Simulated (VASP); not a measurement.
# GaN (Cc) in VASP: single point with PBE

Aim: the single point of GaN with PBE.

Everything below comes from runs of VASP 6.6.1. Logs are shortened: lines on timing, memory, paths and dates and some standing lists are left out, and cuts for length are marked.

## (1) The cell of the first run

The structure is monoclinic, space group Cc (No. 9). Conventional cell: a = 3.180 Å, b = 5.508 Å, c = 5.166 Å, α = 90.00°, β = 90.00°, γ = 90.00°. Within 2.5 Å of Ga (site symmetry 1) lie 4 N at 1.91 to 1.98 Å. N (site symmetry 1) has 4 Ga at 1.91 to 1.98 Å within 2.5 Å.

## (2) Single point, PBE (atoms displaced along a vibrational mode)

Input file INCAR:

```
SYSTEM = GaN
ALGO = Normal
EDIFF = 1E-6
ENCUT = 520
GGA = PE
ISIF = 2
ISMEAR = 0
LASPH = .True.
LCHARG = .True.
LELF = .True.
LREAL = .False.
LVHAR = .True.
LWAVE = .False.
NBANDS = 26
NELM = 100
PREC = Accurate
SIGMA = 0.05
```

Input file KPOINTS:

```
k-points
0
Gamma
  12 12 6
  0 0 0
```

Input file POSCAR:

```
GaN
1.0
    3.1799996605      0.0000000000      0.0000000000
   -1.5899998303      2.7539604900      0.0000000000
    0.0000000000      0.0000000000      5.1660000000
Ga N
2 2
Direct
    0.3309642886      0.6666666667      0.0000000000
    0.6642976220      0.3333333333      0.5000000000
    0.3451257874      0.6666666667      0.3750000000
    0.6784591208      0.3333333333      0.8750000000
```

Potentials or basis: VASP PAW PBE potentials, release 64 (Ga_d, N).

On the command line:

```bash
cat potpaw_PBE.64/Ga_d/POTCAR potpaw_PBE.64/N/POTCAR > POTCAR
mpirun -np 1 vasp_std > vasp.out
```

OUTCAR:

```text
SYSTEM = GaN
   EDIFF = 1E-6
   ENCUT = 520
   GGA = PE
   ISIF = 2
   ISMEAR = 0
   LASPH = .True.
   LREAL = .False.
   NELM = 100
   PREC = Accurate

 ion  position               nearest neighbor table
   1  0.331  0.667  0.000-   4 1.91   3 1.94   4 1.95   4 1.98
   2  0.664  0.333  0.500-   3 1.91   4 1.94   3 1.95   3 1.98
   3  0.345  0.667  0.375-   2 1.91   1 1.94   2 1.95   2 1.98
   4  0.678  0.333  0.875-   1 1.91   2 1.94   1 1.95   1 1.98

  LATTYP: Found a hexagonal cell.
 ALAT       =     3.1799996605
 C/A-ratio  =     1.6245284753

  Lattice vectors:

 A1 = (   3.1799996605,   0.0000000000,   0.0000000000)
 A2 = (  -1.5899998303,   2.7539604900,   0.0000000000)
 A3 = (   0.0000000000,   0.0000000000,   5.1660000000)

Analysis of symmetry for initial positions (statically):
=====================================================================
 Subroutine PRICEL returns:
 Original cell was already a primitive cell.

 Routine SETGRP: Setting up the symmetry group for a
 hexagonal supercell.

 Subroutine GETGRP returns: Found  2 space group operations
 (whereof  1 operations were pure point group operations)
 out of a pool of 24 trial point group operations.

The static configuration has the point symmetry C_1 .
 The point group associated with its full space group is C_1h.

Analysis of symmetry for dynamics (positions and initial velocities):
=====================================================================
 Subroutine PRICEL returns:
 Original cell was already a primitive cell.

 Routine SETGRP: Setting up the symmetry group for a
 hexagonal supercell.

 Subroutine GETGRP returns: Found  2 space group operations
 (whereof  1 operations were pure point group operations)
 out of a pool of 24 trial point group operations.

The dynamic configuration has the point symmetry C_1 .
 The point group associated with its full space group is C_1h.

 Subroutine INISYM returns: Found  2 space group operations
 (whereof  1 operations are pure point group operations),
 and found     1 'primitive' translations

----------------------------------------------------------------------------------------

                                     Primitive cell

  volume of cell :      45.2417

[... 83 lines left out ...]
   PREC   = accura    normal or accurate (medium, high low for compatibility)
   ISTART =      0    job   : 0-new  1-cont  2-samecut
   ICHARG =      2    charge: 1-file 2-atom 10-const
   ISPIN  =      1    spin polarized calculation?
   LNONCOLLINEAR =      F non collinear calculations
   LSORBIT =      F    spin-orbit coupling
   LASPH  =      T    aspherical Exc in radial PAW
   ENCUT  =  520.0 eV  38.22 Ry    6.18 a.u.   5.91  5.91  9.61*2*pi/ulx,y,z
   NELM   =    100;   NELMIN=  2; NELMDL= -5     # of ELM steps
   EDIFF  = 0.1E-05   stopping-criterion for ELM
   LREAL  =      F    real-space projection
   EDIFFG = 0.1E-04   stopping-criterion for IOM
   NSW    =      0    number of steps for IOM
   IBRION =     -1    ionic relax: 0-MD 1-quasi-New 2-CG
   NFREE  =      0    steps in history (QN), initial steepest desc. (CG)
   ISIF   =      2    stress and relaxation
   ISYM   =      2    0-nonsym 1-usesym 2-fastsym
   POTIM  = 0.5000    time-step for ionic-motion
   TEBEG  =    0.0;   TEEND  =   0.0 temperature during run
   PSTRESS=    0.0 pullay stress
   NELECT =      36.0000    total number of electrons
   NUPDOWN=      -1.0000    fix difference up-down
   EMIN   =  10.00;   EMAX   =-10.00  energy-range for DOS
   EFERMI =   0.00;   METHOD = LEGACY
   ISMEAR =     0;   SIGMA  =   0.05  broadening in eV -4-tet -1-fermi 0-gaus
   EFERMI_NEDOS =   21; number of points for ismear=-14 and -15
   IALGO  =     38    algorithm
   IMIX   =      4    mixing-type and parameters
     AMIX     =   0.40;   BMIX     =  1.00
     AMIX_MAG =   1.60;   BMIX_MAG =  1.00
  volume/ion in A,a.u.               =      11.31        76.33
  Fermi-wavevector in a.u.,A,eV,Ry     =   1.517036  2.866783 31.312431  2.301399
  Thomas-Fermi vector in A             =   2.626346
   LORBIT       =      0    0 simple, 1 ext, 2 COOP (PROOUT), +10 PAW based schemes
   GGA     = PE    functional components
   LHFCALC =     F    Hartree Fock is set to
   AEXX    =    0.0000 exact exchange contribution
   IVDW    =     0    specifies the selected vdW correction
   LEPSILON=     F    determine dielectric tensor
   LRPA    =     F    only Hartree local field effects (RPA)
 non-spin polarized calculation
 Gauss-broadening in eV      SIGMA  =   0.05
  energy-cutoff  :      520.00
  volume of cell :       45.24
 maximum number of plane-waves:      1236
   NGX = 11   NGY = 11   NGZ = 19

 number of electron      35.9999997 magnetization

 Free energy of the ion-electron system (eV)
  ---------------------------------------------------
  ext. energy  EPLUGINS =         0.00000000
  ---------------------------------------------------
  free energy    TOTEN  =       -24.25939449 eV

  energy without entropy =      -24.25939449  energy(sigma->0) =      -24.25939449

 E-fermi :   5.7304     XC(G=0): -11.7222

 val. band max:        5.4646758900   @ k =   0.0000   0.0000   0.0000
 cond. band min:       7.4049727719   @ k =   0.0000   0.0000   0.0000
 fundamental gap:      1.9402968819
 Fermi energy:         5.7303873132

 k-point     1 :       0.0000    0.0000    0.0000
  band No.  band energies     occupation
      1     -10.6448      2.00000
      2      -9.6843      2.00000
      3      -8.0302      2.00000
      4      -8.0069      2.00000
      5      -8.0001      2.00000
      6      -7.9426      2.00000
[... 685 lines left out ...]
     25      17.1580      0.00000
     26      18.8980      0.00000

 [... further k-points ...]
[... 5 lines left out ...]
  --------------------------------------------------------------------------------------
  -------------------------------------------------------------------------------------
  Total        1.9981257      1.9209786      2.4968064     -0.0000000      0.0000000      0.5227965
  in kB       70.7610386     68.0289761     88.4211720     -0.0000000      0.0000000     18.5141634
  external PRESSURE =      75.7370622 kB  Pullay stress =       0.0000000 kB

 VOLUME and BASIS-vectors are now :
 -----------------------------------------------------------------------------
  energy-cutoff  :      520.00
  volume of cell :       45.24
      direct lattice vectors                 reciprocal lattice vectors
     3.179999661  0.000000000  0.000000000     0.314465442  0.181556708  0.000000000
    -1.589999830  2.753960490  0.000000000     0.000000000  0.363113416  0.000000000
     0.000000000  0.000000000  5.166000000     0.000000000  0.000000000  0.193573364

 POSITION                                       TOTAL-FORCE (eV/Angst)
 -----------------------------------------------------------------------------------
     -0.00753      1.83597      0.00000         0.571852      0.043887     -0.102425
      1.58247      0.91799      2.58300         0.571852     -0.043887     -0.102425
      0.03750      1.83597      1.93725        -0.571852      0.046385      0.102425
      1.62750      0.91799      4.52025        -0.571852     -0.046385      0.102425
 -----------------------------------------------------------------------------------
    total drift:                               -0.000121     -0.000007     -0.000260

  FREE ENERGIE OF THE ION-ELECTRON SYSTEM (eV)
  ---------------------------------------------------
  free  energy   TOTEN  =       -24.2593944873 eV

  energy  without entropy=      -24.2593944873  energy(sigma->0) =      -24.25939449
```

OSZICAR:

```text
N       E                     dE             d eps       ncg     rms          rms(c)
DAV:   1     0.278614058779E+03    0.27861E+03   -0.17574E+04 13888   0.259E+03
DAV:   2     0.756323660321E+01   -0.27105E+03   -0.25582E+03 13616   0.490E+02
DAV:   3    -0.271484268679E+02   -0.34712E+02   -0.34227E+02 14986   0.142E+02
DAV:   4    -0.282944477706E+02   -0.11460E+01   -0.11409E+01 14790   0.278E+01
DAV:   5    -0.283195712435E+02   -0.25123E-01   -0.25100E-01 15478   0.400E+00    0.110E+01
DAV:   6    -0.241776407197E+02    0.41419E+01   -0.10068E+01 20852   0.496E+01    0.307E+00
DAV:   7    -0.242776836041E+02   -0.10004E+00   -0.14479E+00 13384   0.906E+00    0.272E+00
DAV:   8    -0.242730490902E+02    0.46345E-02   -0.14443E-01 20568   0.518E+00    0.780E-01
DAV:   9    -0.242588553237E+02    0.14194E-01   -0.48314E-02 20710   0.375E+00    0.334E-01
DAV:  10    -0.242594475941E+02   -0.59227E-03   -0.39675E-03 13270   0.425E-01    0.658E-02
DAV:  11    -0.242593934142E+02    0.54180E-04   -0.47415E-04 18574   0.405E-01    0.362E-02
DAV:  12    -0.242593923930E+02    0.10212E-05   -0.53483E-05 15694   0.685E-02    0.975E-03
DAV:  13    -0.242593943737E+02   -0.19808E-05   -0.14225E-05 15188   0.425E-02    0.114E-02
DAV:  14    -0.242593944873E+02   -0.11357E-06   -0.40180E-06 13018   0.171E-02
   1 F= -.24259394E+02 E0= -.24259394E+02  d E =-.177994E-16
```

stdout:

```text
POSCAR found type information on POSCAR GaN
 POSCAR found :  2 types and       4 ions
 scaLAPACK will be used
 LDA part: xc-table for (Slater+PW92), standard interpolation
 POSCAR, INCAR and KPOINTS ok, starting setup
 FFT: planning ... GRIDC
 FFT: planning ... GRID_SOFT
 FFT: planning ... GRID
 WAVECAR not read
 entering main loop
```

Wall time 100 s (1 thread of Intel Xeon Platinum 8559C (Emerald Rapids), shared host); peak memory 0.34 GiB.

What came out:

| Property | Result |
| --- | --- |
| Free energy | -24.2594 eV |
| Pressure | 7.6 GPa |
| Largest force | 0.583 eV/Å |
| Band gap on the k mesh | 1.94 eV |

Forces in eV/Å, atoms in the order of the input:
```
Ga   0.572  0.044 -0.102
Ga   0.572 -0.044 -0.102
N   -0.572  0.046  0.102
N   -0.572 -0.046  0.102
```

Caveat: the cell differs from its parent crystal (atoms displaced along a vibrational mode); the cell stands under pressure.
